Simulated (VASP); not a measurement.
CoO: single point with PBEsol

Crystal: CoO.

```
Co O
1.0
     1.38503    0.79965    2.63512
    -1.38503    0.79965    2.63512
     0.00000   -1.59930    2.63512
Co O
1 1
Cartesian
  0.0000 0.0000 0.0000
  0.0000 0.0000 3.9527
```

This cell differs from its parent crystal: strain -0.080 along x and y, +0.080 along z.

```json
{
  "Program": "VASP 6.6.1",
  "Task": "single point",
  "Functional": "PBEsol",
  "Potentials or basis": "VASP PAW PBE potentials, release 64 (Co_sv, O)",
  "Cutoff": "600 eV",
  "k mesh": "18 × 18 × 18",
  "Occupations": "gaussian, width 0.15 eV",
  "Spin": "collinear spin, ferromagnetic start",
  "Starting moments": "[2.64, 0.33] μB"
}
```

- Pressure: 0.0 GPa
- Net moment: 2.61 μB per cell
- Site moments: Co +2.27; O +0.25 μB
- Valence electrons inside the program's atomic spheres: Co 14.94; O 4.98

Levels at points of the mesh, in eV from the Fermi level:
Spin up:
```csv
k point,band 10,band 11,band 12,band 13,band 14,band 15,band 16,band 17
"(0.00, 0.00, 0.00)",-3.09,-3.09,-2.87,-2.87,1.46,16.39,16.51,20.34
"(0.50, 0.00, 0.00)",-1.93,-1.35,0.29,0.59,4.63,10.74,12.71,14.55
"(0.50, 0.50, 0.00)",-2.83,-2.23,-1.98,-1.81,6.48,9.84,12.35,16.25
"(0.50, 0.50, 0.50)",-2.40,-2.20,0.16,0.16,6.37,8.45,16.39,16.39
```
Spin down:
| k point | band 7 | band 8 | band 9 | band 10 | band 11 | band 12 | band 13 | band 14 |
| --- | --- | --- | --- | --- | --- | --- | --- | --- |
| (0.00, 0.00, 0.00) | -2.55 | -2.55 | -2.09 | -1.17 | -1.17 | -0.22 | -0.22 | 2.07 |
| (0.50, 0.00, 0.00) | -6.12 | -4.98 | -0.81 | 0.19 | 0.60 | 2.62 | 2.93 | 4.90 |
| (0.50, 0.50, 0.00) | -4.98 | -3.76 | -2.79 | 0.00 | 0.05 | 0.43 | 0.78 | 7.29 |
| (0.50, 0.50, 0.50) | -4.57 | -4.57 | -0.39 | -0.39 | -0.32 | 2.41 | 2.41 | 6.65 |

Wall time 7.8 min on 1 thread of Intel(R) Xeon(R) 6975P-C (Granite Rapids) (shared host), peak memory 0.5 GiB.

Caveat: the cell differs from its parent crystal (strain -0.080 along x and y, +0.080 along z); the PAW data sets were made with another functional, which shifts forces and pressure a little; a cell with one magnetic atom can't hold antiferromagnetic order, which such compounds often take; semilocal functionals often make such compounds metallic where correlation or magnetic order opens a gap, which also shifts bond lengths.
